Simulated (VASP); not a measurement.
A run of VASP 6.6.1 is set up as follows.

The input INCAR:

```
ALGO = Normal
EDIFF = 1E-6
ENCUT = 520
GGA = PS
ISIF = 2
ISMEAR = 0
LASPH = True
LCHARG = False
LREAL = False
LWAVE = False
NBANDS = 18
NELM = 60
PREC = Accurate
SIGMA = 0.05
```

File KPOINTS:

```
k-points
0
Gamma
  8 8 8
```

Contents of POSCAR:

```
HfO2
1.0
    0.0000000000      2.5220673956      2.5220673956
    2.5220673956      0.0000000000      2.5220673956
    2.5220673956      2.5220673956      0.0000000000
Hf O
1 2
Direct
   -0.0011017646      0.0011017646      0.0055088231
    0.2561457517      0.2438542483      0.2192712415
    0.7561457517      0.7438542483      0.7192712415
```

Potentials or basis: VASP PAW PBE potentials, release 64 (Hf_pv, O).

Run with:

```console
$ cat potpaw_PBE.64/Hf_pv/POTCAR potpaw_PBE.64/O/POTCAR > POTCAR
$ mpirun -np 1 vasp_std > vasp.out
```

Problem. Predict the pressure.

Solution. -1.7 GPa.

Problem. Predict the band gap on the k mesh.

Solution. 3.71 eV, direct.

Problem. Estimate the largest force.

Solution. 0.835 eV/Å.

Stress tensor (GPa, compression positive):
```
-1.76  1.60  0.00
 1.60 -1.72  0.00
 0.00  0.00 -1.65
```

Caveat: the cell differs from its parent crystal (mode 4 frozen in at -0.093 Å and mode 5 at -0.062 Å (largest displacements)); the PAW data sets were made with another functional, which shifts forces and pressure a little; spin-orbit coupling is left out, which moves the levels of the heavy elements. A k mesh can miss the band edges.
